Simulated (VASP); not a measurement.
Set up this calculation in VASP 6.6.1, as the native input.

```yaml
Task: single point
Functional: PBE
Potentials_or_basis: VASP PAW PBE potentials, release 64 (Pd)
Cutoff: 520 eV
k_mesh: 11 × 11 × 11
Occupations: fermi-dirac, width 0.1 eV
Spin: no spin polarisation
Dipole_correction: no
Further_INCAR_settings: ALGO = Normal; EDIFF = 1e-06; NBANDS = 17
```

The structure of Pd lies in POSCAR:

```
Pd
1.0
    0.0000000000      3.0172934117      3.0172934117
    3.0172934117      0.0000000000      3.0172934117
    3.0172934117      3.0172934117      0.0000000000
Pd
2
Direct
    0.1250000000      0.1250000000      0.1250000000
    0.8750000000      0.8750000000      0.8750000000
```

This cell differs from its parent crystal: volume scaled by 1.12.

These files were run (other wordings do the same):

INCAR

```
SYSTEM = Pd
  PREC = Accurate
  ENCUT = 520
  EDIFF = 1E-6
  ISMEAR = -1
  SIGMA = 0.1
  LREAL = .False.
  LASPH = .True.
  NELM = 80
  ALGO = Normal
  ISIF = 2
  LWAVE = .False.
  LCHARG = .False.
  GGA = PE
  NBANDS = 17
```

KPOINTS

```
Automatic mesh
0
Gamma
  11 11 11
  0 0 0
```

Potentials or basis: VASP PAW PBE potentials, release 64 (Pd).

Command:

```console
$ cat potpaw_PBE.64/Pd/POTCAR > POTCAR
$ mpirun -np 1 vasp_std > vasp.out
```

Results of the run:

The pressure is -5.6 GPa and the band gap on the k mesh is zero (band 10 reaches 2.88 eV, above the bottom of band 11 at 2.59 eV).

Run time: 22 s on 1 thread of AMD EPYC 9R45 96-Core Processor (Zen 5), with other jobs on the host, peak memory 0.16 GiB.
